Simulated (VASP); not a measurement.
# SnSe in VASP: single point with PBE+D3(BJ)

Aim: the single point of SnSe with PBE+D3(BJ).

Everything below comes from runs of VASP 6.6.1. Logs are shortened: lines on timing, memory, paths and dates and some standing lists are left out, and cuts for length are marked.

## 1. The cell of the first run

The cell holds a slab with vacuum, 12 atoms: a = 4.168 Å, b = 4.386 Å, c = 29.521 Å, α = 90.00°, β = 90.00°, γ = 90.00°.

## 2. Single point, PBE+D3(BJ)

INCAR

```
SYSTEM = SnSe
  ALGO = Normal
  DIPOL = 0.5 0.5 0.500
  EDIFF = 1E-7
  ENCUT = 520
  GGA = PE
  IDIPOL = 3
  ISIF = 2
  ISMEAR = 0
  IVDW = 12
  LASPH = .TRUE.
  LCHARG = .FALSE.
  LDIPOL = .TRUE.
  LREAL = .FALSE.
  LWAVE = .FALSE.
  NBANDS = 72
  NELM = 100
  PREC = Accurate
  SIGMA = 0.05
```

KPOINTS

```
k-points
0
G
  8 8 1
  0 0 0
```

POSCAR

```
SnSe
1.0
    4.1675106249      0.0000000000      0.0000000000
    0.0000000000      4.3863231542      0.0000000000
    0.0000000000      0.0000000000     29.5213688552
Sn Se
6 6
Direct
    0.7500000000      0.9161515402      0.2552361352
    0.2500000000      0.4119745787      0.3557981154
    0.7500000000      0.5843607353      0.4487475577
    0.2500000000      0.0843612359      0.5512532200
    0.7500000000      0.9119664499      0.6442014879
    0.2500000000      0.4161465633      0.7447635447
    0.2500000000      0.4776985319      0.2630704177
    0.7500000000      0.9779048179      0.3473413030
    0.2500000000      0.0135451326      0.4583703757
    0.7500000000      0.5135456740      0.5416302338
    0.2500000000      0.4778997269      0.6526583568
    0.7500000000      0.9776950010      0.7369292521
```

Potentials or basis: VASP PAW PBE potentials, release 64 (Sn_d, Se).

Started as:

```
> cat potpaw_PBE.64/Sn_d/POTCAR potpaw_PBE.64/Se/POTCAR > POTCAR
> mpirun -np 1 vasp_std > vasp.out
```

OUTCAR:

```text
SYSTEM = SnSe
   EDIFF = 1E-7
   ENCUT = 520
   GGA = PE
   ISIF = 2
   ISMEAR = 0
   IVDW = 12
   LASPH = .TRUE.
   LREAL = .FALSE.
   NELM = 100
   PREC = Accurate
 IVDW          = 12

 ion  position               nearest neighbor table
   1  0.750  0.916  0.255-   8 2.73   7 2.85   7 2.85   7 3.23   7 3.23
   2  0.250  0.412  0.356-   7 2.75   8 2.83   8 2.83   8 3.25   8 3.25   3 3.53   3 3.53
   3  0.750  0.584  0.449-  10 2.76   9 2.82   9 2.82   9 3.27   9 3.27   2 3.53   2 3.53
   4  0.250  0.084  0.551-   9 2.76  10 2.82  10 2.82  10 3.27  10 3.27   5 3.53   5 3.53
   5  0.750  0.912  0.644-  12 2.75  11 2.83  11 2.83  11 3.25  11 3.25   4 3.53   4 3.53
   6  0.250  0.416  0.745-  11 2.73  12 2.85  12 2.85  12 3.23  12 3.23
   7  0.250  0.478  0.263-   2 2.75   1 2.85   1 2.85   1 3.23   1 3.23
   8  0.750  0.978  0.347-   1 2.73   2 2.83   2 2.83   2 3.25   2 3.25
   9  0.250  0.014  0.458-   4 2.76   3 2.82   3 2.82   3 3.27   3 3.27
  10  0.750  0.514  0.542-   3 2.76   4 2.82   4 2.82   4 3.27   4 3.27
  11  0.250  0.478  0.653-   6 2.73   5 2.83   5 2.83   5 3.25   5 3.25
  12  0.750  0.978  0.737-   5 2.75   6 2.85   6 2.85   6 3.23   6 3.23

  LATTYP: Found a simple orthorhombic cell.
 ALAT       =     4.1675106249
 B/A-ratio  =     1.0525043723
 C/A-ratio  =     7.0836937233

  Lattice vectors:

 A1 = (   4.1675106249,   0.0000000000,   0.0000000000)
 A2 = (   0.0000000000,   4.3863231542,   0.0000000000)
 A3 = (   0.0000000000,   0.0000000000,  29.5213688552)

Analysis of symmetry for initial positions (statically):
=====================================================================
 Subroutine PRICEL returns:
 Original cell was already a primitive cell.

 Routine SETGRP: Setting up the symmetry group for a
 simple orthorhombic supercell.

 Subroutine GETGRP returns: Found  2 space group operations
 (whereof  1 operations were pure point group operations)
 out of a pool of  8 trial point group operations.

The static configuration has the point symmetry C_1 .
 The point group associated with its full space group is C_1h.

Analysis of symmetry for dynamics (positions and initial velocities):
=====================================================================
 Subroutine PRICEL returns:
 Original cell was already a primitive cell.

 Routine SETGRP: Setting up the symmetry group for a
 simple orthorhombic supercell.

 Subroutine GETGRP returns: Found  2 space group operations
 (whereof  1 operations were pure point group operations)
 out of a pool of  8 trial point group operations.

The dynamic configuration has the point symmetry C_1 .
 The point group associated with its full space group is C_1h.

 Subroutine INISYM returns: Found  2 space group operations
 (whereof  1 operations are pure point group operations),
 and found     1 'primitive' translations

----------------------------------------------------------------------------------------

                                     Primitive cell

  volume of cell :     539.6521

  direct lattice vectors                    reciprocal lattice vectors
     4.167510625  0.000000000  0.000000000     0.239951398  0.000000000  0.000000000
     0.000000000  4.386323154  0.000000000     0.000000000  0.227981379  0.000000000
     0.000000000  0.000000000 29.521368855     0.000000000  0.000000000  0.033873768

  length of vectors
     4.167510625  4.386323154 29.521368855     0.239951398  0.227981379  0.033873768

  position of ions in fractional coordinates (direct lattice)
     0.750000000  0.916151540  0.255236135
     0.250000000  0.411974579  0.355798115
     0.750000000  0.584360735  0.448747558
     0.250000000  0.084361236  0.551253220
     0.750000000  0.911966450  0.644201488
     0.250000000  0.416146563  0.744763545
     0.250000000  0.477698532  0.263070418
     0.750000000  0.977904818  0.347341303
     0.250000000  0.013545133  0.458370376
     0.750000000  0.513545674  0.541630234
     0.250000000  0.477899727  0.652658357
     0.750000000  0.977695001  0.736929252

  ion indices of the primitive-cell ions
   primitive index   ion index
                 1           1
                 2           2
                 3           3
                 4           4
                 5           5
[... 21 lines left out ...]
     0.000000000  0.000000000  0.033873768     0.000000000  0.000000000  1.000000000

  Length of vectors
     0.029993925  0.028497672  0.033873768

  Shift w.r.t. Gamma in fractional coordinates (k-lattice)
     0.000000000  0.000000000  0.000000000

 Subroutine IBZKPT returns following result:
 ===========================================

 Found     25 irreducible k-points:

 Following reciprocal coordinates:
            Coordinates               Weight
  0.000000  0.000000  0.000000      1.000000
  0.125000  0.000000  0.000000      2.000000
  0.250000  0.000000  0.000000      2.000000
  0.375000  0.000000  0.000000      2.000000
  0.500000  0.000000  0.000000      1.000000
  0.000000  0.125000  0.000000      2.000000
[... 16 lines left out ...]
  0.250000  0.500000  0.000000      2.000000
  0.375000  0.500000  0.000000      2.000000
   k-points           NKPTS =     25   k-points in BZ     NKDIM =     25   number of bands    NBANDS=     72
   number of dos      NEDOS =    301   number of ions     NIONS =     12
   total plane-waves  NPLWV = 258048
   dimension x,y,z NGX =    32 NGY =   36 NGZ =  224
   dimension x,y,z NGXF=    64 NGYF=   72 NGZF=  448
   ions per type =               6   6
   NGX,Y,Z   is equivalent  to a cutoff of  12.77, 13.64, 12.61 a.u.
   NGXF,Y,Z  is equivalent  to a cutoff of  25.53, 27.29, 25.23 a.u.
 SYSTEM =  SnSe
   PREC   = accura    normal or accurate (medium, high low for compatibility)
   ISTART =      0    job   : 0-new  1-cont  2-samecut
   ICHARG =      2    charge: 1-file 2-atom 10-const
   ISPIN  =      1    spin polarized calculation?
   LNONCOLLINEAR =      F non collinear calculations
   LSORBIT =      F    spin-orbit coupling
   LASPH  =      T    aspherical Exc in radial PAW
   ENCUT  =  520.0 eV  38.22 Ry    6.18 a.u.   7.75  8.16 54.89*2*pi/ulx,y,z
   NELM   =    100;   NELMIN=  2; NELMDL= -5     # of ELM steps
   EDIFF  = 0.1E-06   stopping-criterion for ELM
   LREAL  =      F    real-space projection
   EDIFFG = 0.1E-05   stopping-criterion for IOM
   NSW    =      0    number of steps for IOM
   IBRION =     -1    ionic relax: 0-MD 1-quasi-New 2-CG
   NFREE  =      0    steps in history (QN), initial steepest desc. (CG)
   ISIF   =      2    stress and relaxation
   ISYM   =      2    0-nonsym 1-usesym 2-fastsym
   POTIM  = 0.5000    time-step for ionic-motion
   TEBEG  =    0.0;   TEEND  =   0.0 temperature during run
   PSTRESS=    0.0 pullay stress
   NELECT =     120.0000    total number of electrons
   NUPDOWN=      -1.0000    fix difference up-down
   EMIN   =  10.00;   EMAX   =-10.00  energy-range for DOS
   EFERMI =   0.00;   METHOD = LEGACY
   ISMEAR =     0;   SIGMA  =   0.05  broadening in eV -4-tet -1-fermi 0-gaus
   EFERMI_NEDOS =   21; number of points for ismear=-14 and -15
   IALGO  =     38    algorithm
   IMIX   =      4    mixing-type and parameters
     AMIX     =   0.40;   BMIX     =  1.00
     AMIX_MAG =   1.60;   BMIX_MAG =  1.00
  volume/ion in A,a.u.               =      44.97       303.48
  Fermi-wavevector in a.u.,A,eV,Ry     =   0.991815  1.874258 13.384008  0.983697
  Thomas-Fermi vector in A             =   2.123583
   LORBIT       =      0    0 simple, 1 ext, 2 COOP (PROOUT), +10 PAW based schemes
   GGA     = PE    functional components
   LHFCALC =     F    Hartree Fock is set to
   AEXX    =    0.0000 exact exchange contribution
   IVDW    =    12    specifies the selected vdW correction
   LEPSILON=     F    determine dielectric tensor
   LRPA    =     F    only Hartree local field effects (RPA)
 non-spin polarized calculation
 Gauss-broadening in eV      SIGMA  =   0.05
  energy-cutoff  :      520.00
  volume of cell :      539.65
 maximum number of plane-waves:     14568
 NGX is ok and might be reduce to    32
   NGX = 15   NGY = 17   NGZ =109

 dipolmoment           0.000000      0.000000      0.000002 electrons x Angstroem

 number of electron     119.9999975 magnetization

 dipolmoment           0.000000      0.000000     -0.000000 electrons x Angstroem

 Free energy of the ion-electron system (eV)
  ---------------------------------------------------
  ext. energy  EPLUGINS =         0.00000000
  ---------------------------------------------------
  free energy    TOTEN  =       -49.01746434 eV

  energy without entropy =      -49.01746434  energy(sigma->0) =      -49.01746434

 E-fermi :   1.7565     XC(G=0):  -6.1353

 val. band max:        1.5168635885   @ k =   0.0000   0.3750   0.0000
 cond. band min:       2.1985299444   @ k =   0.3750   0.0000   0.0000
 fundamental gap:      0.6816663559
 Fermi energy:         1.7564664041

 k-point     1 :       0.0000    0.0000    0.0000
  band No.  band energies     occupation
      1     -19.8745      2.00000
      2     -19.8659      2.00000
      3     -19.8629      2.00000
      4     -19.8609      2.00000
      5     -19.8592      2.00000
      6     -19.8579      2.00000
[... 1789 lines left out ...]
     71       6.2266      0.00000
     72       6.2266      0.00000

 [... further k-points ...]

------------------------ aborting loop because EDIFF is reached ----------------------------------------

 vacuum level on the upper side and lower side of the slab       (xc-potential included)        -0.086        -0.086

 Edisp (eV)   -3.86809

 E8    (eV) :    -1.7769

  FORCE on cell =-STRESS in cart. coord.  units (eV):
  Direction    XX          YY          ZZ          XY          YZ          ZX
  --------------------------------------------------------------------------------------
  -------------------------------------------------------------------------------------
  Total       1.23036     0.64333    -0.15475     0.00000     0.00000     0.00000
  in kB       3.65282     1.91000    -0.45944     0.00000     0.00001     0.00000
  external pressure =        1.70 kB  Pullay stress =        0.00 kB

 VOLUME and BASIS-vectors are now :
 -----------------------------------------------------------------------------
  energy-cutoff  :      520.00
  volume of cell :      539.65
      direct lattice vectors                 reciprocal lattice vectors
     4.167510625  0.000000000  0.000000000     0.239951398  0.000000000  0.000000000
     0.000000000  4.386323154  0.000000000     0.000000000  0.227981379  0.000000000
     0.000000000  0.000000000 29.521368855     0.000000000  0.000000000  0.033873768

 POSITION                                       TOTAL-FORCE (eV/Angst)
 -----------------------------------------------------------------------------------
      3.12563      4.01854      7.53492         0.000000      0.010314     -0.006224
      1.04188      1.80705     10.50365         0.000000      0.007016      0.021816
      3.12563      2.56320     13.24764         0.000000     -0.004208     -0.015366
      1.04188      0.37004     16.27375         0.000000     -0.004202      0.015315
      3.12563      4.00018     19.01771         0.000000      0.007042     -0.021796
      1.04188      1.82535     21.98644         0.000000      0.010317      0.006235
      1.04188      2.09534      7.76620         0.000000     -0.007163     -0.010080
      3.12563      4.28941     10.25399         0.000000     -0.019591      0.018834
      1.04188      0.05941     13.53172         0.000000      0.013634     -0.010225
      3.12563      2.25258     15.98967         0.000000      0.013612      0.010227
      1.04188      2.09622     19.26737         0.000000     -0.019594     -0.018816
      3.12563      4.28849     21.75516         0.000000     -0.007176      0.010079
 -----------------------------------------------------------------------------------
    total drift:                                0.000000     -0.001131      0.000003

  FREE ENERGIE OF THE ION-ELECTRON SYSTEM (eV)
  ---------------------------------------------------
  free  energy   TOTEN  =       -52.8855524760 eV

  energy  without entropy=      -52.8855524760  energy(sigma->0) =      -52.88555248

 vacuum level on the upper side and lower side of the slab         5.715         5.716
```

Run time: 22 min. Hardware: 1 thread of AMD EPYC 9R14 (Zen 4), shared host; peak memory 0.98 GiB.

Results:

```
Free energy                : -52.8856 eV
Largest force              : 0.027 eV/Å
Band gap on the k mesh     : 0.68 eV, indirect (least direct gap 0.94 eV)
Dispersion energy per atom : -0.322 eV
```

Forces in eV/Å, atoms in the order of the input:
```
Sn   0.000  0.010 -0.006
Sn   0.000  0.007  0.022
Sn   0.000 -0.004 -0.015
Sn   0.000 -0.004  0.015
Sn   0.000  0.007 -0.022
Sn   0.000  0.010  0.006
Se   0.000 -0.007 -0.010
Se   0.000 -0.020  0.019
Se   0.000  0.014 -0.010
Se   0.000  0.014  0.010
Se   0.000 -0.020 -0.019
Se   0.000 -0.007  0.010
```

Caveat: spin-orbit coupling is left out, which moves the levels of the heavy elements.
